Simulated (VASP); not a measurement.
A run of VASP 6.6.1:

File INCAR:

```
SYSTEM = N
PREC = Accurate ; ENCUT = 520
EDIFF = 1E-7 ; ISMEAR = -1
SIGMA = 0.05 ; LREAL = .FALSE.
LASPH = .TRUE. ; NELM = 80
ALGO = Normal ; ISIF = 2
LWAVE = .FALSE. ; LCHARG = .TRUE.
GGA = PS ; LELF = .TRUE.
LVHAR = .TRUE. ; NBANDS = 12
```

File KPOINTS:

```
regular mesh
0
G
  1 1 1
  0 0 0
```

File POSCAR:

```
N
1.0
    9.0000000000      0.0000000000      0.0000000000
    0.0000000000      9.5000000000      0.0000000000
    0.0000000000      0.0000000000     10.0000000000
N
2
Direct
    0.5000000000      0.5000000000      0.4449985001
    0.5000000000      0.5000000000      0.5550014999
```

Potentials or basis: VASP PAW PBE potentials, release 64 (N).

Launch:

```bash
$ cat potpaw_PBE.64/N/POTCAR > POTCAR
$ mpirun -np 1 vasp_gam > vasp.out
```

Hardware: 1 thread of Intel(R) Xeon(R) Platinum 8375C CPU @ 2.90GHz (Ice Lake), on a shared host.

Q: Estimate the wall time of this run.

A: Run time: 62 s on 1 thread of Intel(R) Xeon(R) Platinum 8375C CPU @ 2.90GHz (Ice Lake) (shared host), peak memory 0.74 GiB. Counts: scf iterations 22, k points 1.
